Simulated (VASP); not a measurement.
# KGe2 (Cmmm) in VASP: further runs, part 2 of 2

VASP 6.6.1. Earlier steps stand in the parts before.

### Step 4. Single point, PBE+D3(BJ)

This run uses another cell than the first one, of 28.25 Å³/atom, 0.996 times its volume.

INCAR reads:

```
PREC     = Accurate       # precision mode
ENCUT    = 520            # plane-wave cutoff, eV
EDIFF    = 1E-7           # SCF threshold, eV
ISMEAR   = 0              # smearing method
SIGMA    = 0.1            # smearing width, eV
LREAL    = False          # projectors in reciprocal space
LASPH    = True           # aspherical terms in the spheres
NELM     = 60             # most SCF steps
ALGO     = Normal         # electronic algorithm
ISIF     = 2              # what is computed and relaxed
LWAVE    = False          # write WAVECAR
LCHARG   = False          # write CHGCAR
GGA      = PE             # functional
IVDW     = 12             # dispersion correction
NBANDS   = 26             # bands
```

KPOINTS reads:

```
regular mesh
0
Gamma
  6 6 4
```

POSCAR reads:

```
KGe2
1.0
    2.0686635007     -3.9157616811      0.0000000000
    2.0686635007      3.9157616811      0.0000000000
    0.0000000000      0.0000000000      5.2310748086
K Ge
1 2
Direct
    0.0000000000      0.0000000000      0.0000000000
    0.6613708776      0.3386291224      0.5000000000
    0.3386291224      0.6613708776      0.5000000000
```

Potentials or basis: VASP PAW PBE potentials, release 64 (K_sv, Ge_d).

The run is started by

```sh
cat potpaw_PBE.64/K_sv/POTCAR potpaw_PBE.64/Ge_d/POTCAR > POTCAR
mpirun -np 1 vasp_std > vasp.out
```

OUTCAR:

```text
PREC = Accurate
   ENCUT = 520
   EDIFF = 1E-7
   ISMEAR = 0
   LREAL = False
   LASPH = True
   NELM = 60
   ISIF = 2
   GGA = PE
   IVDW = 12
 IVDW          = 12

 ion  position               nearest neighbor table
   1  0.000  0.000  0.000-
   2  0.661  0.339  0.500-   3 2.49   3 2.49   3 2.53
   3  0.339  0.661  0.500-   2 2.49   2 2.49   2 2.53

  LATTYP: Found a base centered orthorhombic cell.
 ALAT       =     4.1373270014
 B/A-ratio  =     1.8928944605
 C/A-ratio  =     1.2643609767

  Lattice vectors:

 A1 = (   2.0686635007,  -3.9157616811,   0.0000000000)
 A2 = (   2.0686635007,   3.9157616811,   0.0000000000)
 A3 = (   0.0000000000,   0.0000000000,   5.2310748086)

Analysis of symmetry for initial positions (statically):
=====================================================================
 Subroutine PRICEL returns:
 Original cell was already a primitive cell.

 Routine SETGRP: Setting up the symmetry group for a
 base centered orthorhombic supercell.

 Subroutine GETGRP returns: Found  8 space group operations
 (whereof  8 operations were pure point group operations)
[... 163 lines left out ...]
  free energy    TOTEN  =       -10.20267553 eV

  energy without entropy =      -10.19806885  energy(sigma->0) =      -10.20037219

 E-fermi :   2.9567     XC(G=0):  -8.7833

 val. band max:        2.8436713750   @ k =   0.5000   0.5000   0.2500
 cond. band min:       2.9624397178   @ k =   0.5000  -0.0000   0.2500
 fundamental gap:      0.1187683428
 Fermi energy:         2.9567377454

 k-point     1 :       0.0000    0.0000    0.0000
  band No.  band energies     occupation
      1     -27.8785      2.00000
      2     -21.7334      2.00000
      3     -21.7207      2.00000
      4     -21.6819      2.00000
      5     -21.6572      2.00000
      6     -21.6455      2.00000
[... 685 lines left out ...]
     25       9.9684      0.00000
     26      10.3188      0.00000

 [... further k-points ...]

------------------------ aborting loop because EDIFF is reached ----------------------------------------

 Edisp (eV)   -0.74127

 E8    (eV) :    -0.3528

  FORCE on cell =-STRESS in cart. coord.  units (eV):
  Direction    XX          YY          ZZ          XY          YZ          ZX
  --------------------------------------------------------------------------------------
  -------------------------------------------------------------------------------------
  Total      -0.03834    -0.02054     0.02492    -0.00000     0.00000     0.00000
  in kB      -0.72474    -0.38831     0.47112    -0.00000     0.00000     0.00000
  external pressure =       -0.21 kB  Pullay stress =        0.00 kB

 VOLUME and BASIS-vectors are now :
 -----------------------------------------------------------------------------
  energy-cutoff  :      520.00
  volume of cell :       84.75
      direct lattice vectors                 reciprocal lattice vectors
     2.068663501 -3.915761681  0.000000000     0.241701949 -0.127689078  0.000000000
     2.068663501  3.915761681  0.000000000     0.241701949  0.127689078  0.000000000
     0.000000000  0.000000000  5.231074809     0.000000000  0.000000000  0.191165303

 POSITION                                       TOTAL-FORCE (eV/Angst)
 -----------------------------------------------------------------------------------
      0.00000      0.00000      0.00000         0.000000      0.000000      0.000000
      2.06866     -1.26378      2.61554         0.000000      0.012208      0.000000
      2.06866      1.26378      2.61554         0.000000     -0.012208     -0.000000
 -----------------------------------------------------------------------------------
    total drift:                                0.000000      0.000000     -0.000000

  FREE ENERGIE OF THE ION-ELECTRON SYSTEM (eV)
  ---------------------------------------------------
  free  energy   TOTEN  =       -10.9439412978 eV

  energy  without entropy=      -10.9393346188  energy(sigma->0) =      -10.94163796
```

OSZICAR:

```text
N       E                     dE             d eps       ncg     rms          rms(c)
DAV:   1     0.314669876204E+03    0.31467E+03   -0.18492E+04  2332   0.308E+03
DAV:   2     0.368564647969E+02   -0.27781E+03   -0.26945E+03  2052   0.662E+02
DAV:   3    -0.809305511674E+01   -0.44950E+02   -0.44419E+02  2334   0.169E+02
DAV:   4    -0.103157753490E+02   -0.22227E+01   -0.22152E+01  3070   0.400E+01
DAV:   5    -0.103917155778E+02   -0.75940E-01   -0.75911E-01  3164   0.653E+00    0.427E+00
DAV:   6    -0.102540596917E+02    0.13766E+00   -0.10374E-01  3038   0.184E+00    0.290E+00
DAV:   7    -0.102009433273E+02    0.53116E-01   -0.18457E-01  2542   0.267E+00    0.666E-01
DAV:   8    -0.102024391298E+02   -0.14958E-02   -0.21121E-02  2586   0.113E+00    0.111E-01
DAV:   9    -0.102025649448E+02   -0.12581E-03   -0.80606E-04  2650   0.239E-01    0.799E-02
DAV:  10    -0.102026766466E+02   -0.11170E-03   -0.24755E-04  2814   0.142E-01    0.222E-02
DAV:  11    -0.102026746169E+02    0.20297E-05   -0.24747E-05  2660   0.621E-02    0.509E-03
DAV:  12    -0.102026754173E+02   -0.80039E-06   -0.29665E-06  2664   0.184E-02    0.255E-03
DAV:  13    -0.102026755609E+02   -0.14367E-06   -0.60604E-07  2060   0.528E-03    0.101E-03
DAV:  14    -0.102026755320E+02    0.28895E-07   -0.77741E-08  1904   0.241E-03
   1 F= -.10943941E+02 E0= -.10941638E+02  d E =-.460668E-02
```

Run time: 1.8 min. Hardware: 1 thread of Oxide Virtual Turin-like, shared host; peak memory 0.23 GiB.

What came out:

* Free energy: -10.9439 eV
* Pressure: 0.0 GPa
* Largest force: 0.012 eV/Å
* Dispersion energy per atom: -0.247 eV

Forces on the atoms (eV/Å):
```
K    0.000  0.000  0.000
Ge   0.000  0.012  0.000
Ge   0.000 -0.012  0.000
```

Caveat: pairwise dispersion overbinds metals, which lowers pressure and volume.

### Step 5. Relaxation of cell and atoms, PBE+D3(BJ)

This run uses another cell than the first one, of 42.01 Å³/atom, 1.481 times its volume.

INCAR reads:

```
PREC = Accurate
ENCUT = 600
EDIFF = 1E-7
ISMEAR = 0
SIGMA = 0.1
LREAL = F
LASPH = T
NELM = 80
ALGO = Normal
ISIF = 3
LWAVE = F
LCHARG = F
GGA = PE
IVDW = 12
IBRION = 2
NSW = 90
EDIFFG = -0.04
```

KPOINTS reads:

```
Automatic mesh
0
Gamma
  4 4 4
```

POSCAR reads:

```
KGe2
1.0
    2.2578542800     -6.1802043700      0.0000000000
    2.2578542800      6.1802043700      0.0000000000
    0.0000000000      0.0000000000      4.5157085700
K Ge
1 2
Direct
    0.0000000000      0.0000000000      0.0000000000
    0.6189363700      0.3810636300      0.5000000000
    0.3810636300      0.6189363700      0.5000000000
```

Potentials or basis: VASP PAW PBE potentials, release 64 (K_sv, Ge_d).

The run is started by

```sh
cat potpaw_PBE.64/K_sv/POTCAR potpaw_PBE.64/Ge_d/POTCAR > POTCAR
mpirun -np 1 vasp_std > vasp.out
```

OUTCAR:

```text
PREC = Accurate
   ENCUT = 600
   EDIFF = 1E-7
   ISMEAR = 0
   LREAL = F
   LASPH = T
   NELM = 80
   ISIF = 3
   GGA = PE
   IVDW = 12
   IBRION = 2
   NSW = 90
   EDIFFG = -0.04
 IVDW          = 12

 ion  position               nearest neighbor table
   1  0.000  0.000  0.000-
   2  0.619  0.381  0.500-
   3  0.381  0.619  0.500-

  LATTYP: Found a base centered orthorhombic cell.
 ALAT       =     4.5157085600
 B/A-ratio  =     2.7372024956
 C/A-ratio  =     1.0000000022

  Lattice vectors:

 A1 = (   2.2578542800,  -6.1802043700,   0.0000000000)
 A2 = (   2.2578542800,   6.1802043700,   0.0000000000)
 A3 = (   0.0000000000,   0.0000000000,   4.5157085700)

[... 272 lines left out ...]
      6     -21.5781      2.00000
[... 548 lines left out ...]
  FREE ENERGIE OF THE ION-ELECTRON SYSTEM (eV)
  ---------------------------------------------------
  free  energy   TOTEN  =         2.9562880737 eV

  energy  without entropy=        2.9613857053  energy(sigma->0) =        2.95883689

[... ionic steps 4 to 21 ...]

--------------------------------------- Ionic step       22  -------------------------------------------

 number of electron      36.9999946 magnetization

------------------------ aborting loop because EDIFF is reached ----------------------------------------
[... 77 lines left out ...]
--------------------------------------- Ionic step       24  -------------------------------------------

 number of electron      36.9999953 magnetization

 Free energy of the ion-electron system (eV)
  ---------------------------------------------------
  ext. energy  EPLUGINS =         0.00000000
  ---------------------------------------------------
  free energy    TOTEN  =        -9.70831758 eV

  energy without entropy =       -9.70493392  energy(sigma->0) =       -9.70662575

 E-fermi :   3.1170     XC(G=0):  -8.8524

 val. band max:        3.0162860791   @ k =   0.5000   0.0000   0.0000
 cond. band min:       3.1686696780   @ k =   0.5000   0.5000   0.0000
 fundamental gap:      0.1523835990
 Fermi energy:         3.1170013954

 k-point     1 :       0.0000    0.0000    0.0000
  band No.  band energies     occupation
      1     -28.2300      2.00000
      2     -21.3741      2.00000
      3     -21.2639      2.00000
      4     -21.2375      2.00000
      5     -21.1860      2.00000
      6     -21.1826      2.00000
[... 548 lines left out ...]
  FREE ENERGIE OF THE ION-ELECTRON SYSTEM (eV)
  ---------------------------------------------------
  free  energy   TOTEN  =       -10.4743215921 eV

  energy  without entropy=      -10.4709379266  energy(sigma->0) =      -10.47262976

 reached required accuracy - stopping structural energy minimisation
```

CONTCAR:

```text
KGe2
   1.00000000000000
     2.6046354667802092   -2.6406406971155350    0.0000000000000000
     2.6046354667802092    2.6406406971155350    0.0000000000000000
     0.0000000000000000    0.0000000000000000    6.0245942773569992
  K               Ge
     1     2
Direct
     0.0000000000000000    0.0000000000000000    0.0000000000000000
     0.7445568454909567    0.2554431545090436    0.5000000000000000
     0.2554431545090436    0.7445568454909567    0.5000000000000000

  0.00000000E+00  0.00000000E+00  0.00000000E+00
  0.00000000E+00  0.00000000E+00  0.00000000E+00
  0.00000000E+00  0.00000000E+00  0.00000000E+00
```

It took 28 min on 1 thread of Oxide Virtual Turin-like, shared host; peak memory 0.35 GiB.

Results:

```yaml
Free_energy: -10.4743 eV
Relaxed_volume: 27.62 Å³/atom
Relaxed_cell: a = 3.709 Å, b = 3.709 Å, c = 6.025 Å, α = 90.00°, β = 90.00°, γ = 90.79°
Space_group_after_relaxing_to_0.05_Å: Cmmm (No. 65)
Energy_gained_by_relaxing: 802.0 meV/atom
Ionic_steps: 24
Pressure_after_relaxing: -0.1 GPa
Largest_force_after_relaxing: 0.026 eV/Å
Dispersion_energy_per_atom: -0.255 eV
```

Forces on the atoms (eV/Å):
```
K    0.000  0.000  0.000
Ge   0.000  0.026  0.000
Ge   0.000 -0.026  0.000
```

Stress tensor (GPa, compression positive):
```
-0.14  0.00  0.00
 0.00  0.12  0.00
 0.00  0.00 -0.18
```

The path:
| step | energy change (eV) | largest force (eV/Å) | pressure (GPa) | volume (Å³) |
| --- | --- | --- | --- | --- |
| 1 | 0.0000 | 0.8049 | -3.12 | 126.02 |
| 2 | -0.7229 | 0.5438 | -1.78 | 111.27 |
| 3 | 11.0246 | 52.2955 | 65.45 | 69.03 |
| 4 | -0.7525 | 0.4463 | -2.41 | 109.33 |
| 5 | -1.1801 | 4.4806 | 5.63 | 88.83 |
| 6 | -1.2034 | 0.3884 | -1.00 | 100.36 |
| 7 | -1.3635 | 1.7037 | 1.52 | 94.57 |
| 8 | -1.7410 | 3.8902 | 2.78 | 90.75 |
| 9 | -1.7021 | 5.4993 | 4.57 | 88.20 |
| 10 | -1.7424 | 4.8346 | 3.69 | 89.27 |
| 11 | -1.8808 | 4.4954 | 3.19 | 89.09 |
| 12 | -2.1648 | 3.6918 | 2.57 | 88.34 |
| 13 | -2.4037 | 3.5605 | 2.41 | 85.84 |
| 14 | -1.5090 | 4.1538 | 9.45 | 76.58 |
| 15 | -2.1868 | 1.3272 | 2.77 | 80.79 |
| 16 | -2.3133 | 0.5897 | 0.88 | 82.96 |
| 17 | -2.3450 | 0.1987 | -1.53 | 87.40 |
| 18 | -2.3581 | 0.0207 | -0.96 | 86.04 |
| 19 | -2.3587 | 0.0292 | -0.82 | 85.69 |
| 20 | -2.3801 | 0.0165 | -0.89 | 85.38 |
| 21 | -2.4000 | 0.0718 | -0.90 | 84.65 |
| 22 | -2.4001 | 0.0647 | -0.89 | 84.69 |
| 23 | -2.4045 | 0.0458 | -0.49 | 83.78 |
| 24 | -2.4060 | 0.0255 | -0.07 | 82.87 |

Final structure:
```yaml
crystal:
  lattice:
    - [2.60464, -2.64064, 0.00000]
    - [2.60464, 2.64064, 0.00000]
    - [0.00000, 0.00000, 6.02459]
  atoms:
    - { symbol: K, position: [0.00000, 0.00000, 0.00000] }
    - { symbol: Ge, position: [0.74456, 0.25544, 0.50000] }
    - { symbol: Ge, position: [0.25544, 0.74456, 0.50000] }
```

Caveat: the k points lie up to 0.42 Å⁻¹ apart in the final cell; the volume moved by over 15 % at a fixed basis, so the end points are rough; pairwise dispersion overbinds metals, which lowers pressure and volume.

### Step 6. Summary

| task | cell | k mesh | cutoff (eV) | gap on the mesh (eV) | pressure (GPa) | largest force (eV/Å) |
| --- | --- | --- | --- | --- | --- | --- |
| single point | a = 4.491, b = 4.491, c = 5.196 Å, angles 90.0, 90.0, 125.8°, 3 atoms | 4 × 4 × 4 | 520 | none | 0.2 | - |
| single point | a = 6.580, b = 6.580, c = 4.516 Å, angles 90.0, 90.0, 139.9°, 3 atoms | 4 × 4 × 4 | 520 | none | -3.1 | 0.81 |
| single point | a = 4.429, b = 4.429, c = 5.231 Å, angles 90.0, 90.0, 124.3°, 3 atoms | 6 × 6 × 4 | 520 | none | 0.0 | 0.01 |
| relaxation of cell and atoms | relaxed from a = 6.580, b = 6.580, c = 4.516 Å, angles 90.0, 90.0, 139.9°, 3 atoms | 4 × 4 × 4 | 600 | none | -0.1 | 0.03 |

Alike in all rows: level PBE+D3(BJ); potentials or basis VASP PAW PBE potentials, release 64 (K_sv, Ge_d); no spin polarisation; smearing gaussian 0.1 eV.

Caveats: some runs use coarse meshes; pairwise dispersion overbinds metals, which lowers pressure and volume; the volume moved by over 15 % at a fixed basis, so the end points are rough (some runs).

Total energies depend on the potentials used, so only differences within one code and one set of settings carry meaning.
